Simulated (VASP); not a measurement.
Wanted: the native input for a VASP 6.6.1 run.

```
Task                   : single point
Functional             : PBEsol
Dispersion             : D3(BJ)
Potentials or basis    : VASP PAW PBE potentials, release 64 (Sn_d)
Cutoff                 : 520 eV
k mesh                 : 18 × 18 × 18
Occupations            : gaussian, width 0.15 eV
Spin                   : no spin polarisation
Dipole correction      : no
Further INCAR settings : ALGO = Fast; EDIFF = 1e-07; NBANDS = 13
```

The structure of Sn lies in POSCAR:

```
Sn
1.0
   -2.0462239647      2.0462239647      1.8946518192
    2.0462239647     -2.0462239647      1.8946518192
    2.0462239647      2.0462239647     -1.8946518192
Sn
1
Direct
    0.0000000000      0.0000000000      0.0000000000
```

This cell differs from its parent crystal: strain +0.080 along x and y, +0.000 along z.

The input as run:

INCAR

```
ALGO = Fast
EDIFF = 1E-7
ENCUT = 520
GGA = PS
ISIF = 2
ISMEAR = 0
IVDW = 12
LASPH = True
LCHARG = False
LREAL = False
LWAVE = False
NBANDS = 13
NELM = 60
PREC = Accurate
SIGMA = 0.15
```

KPOINTS

```
k-points
0
Gamma
  18 18 18
```

Potentials or basis: VASP PAW PBE potentials, release 64 (Sn_d).

Command:

```bash
$ cat potpaw_PBE.64/Sn_d/POTCAR > POTCAR
$ mpirun -np 1 vasp_std > vasp.out
```

Results of the run:

| Item | Value |
| --- | --- |
| Pressure | -4.5 GPa |
| Band gap on the k mesh | zero (band 7 reaches 12.62 eV, above the bottom of band 8 at 4.27 eV) |
| Dispersion energy per atom | -0.341 eV |

Caveat: the cell differs from its parent crystal (strain +0.080 along x and y, +0.000 along z); the PAW data sets were made with another functional, which shifts forces and pressure a little; spin-orbit coupling is left out, which moves the levels of the heavy elements; pairwise dispersion overbinds metals, which lowers pressure and volume.

Wall time 2.4 min on 1 thread of AMD EPYC 9R45 96-Core Processor (Zen 5), on a shared host, peak memory 0.28 GiB.
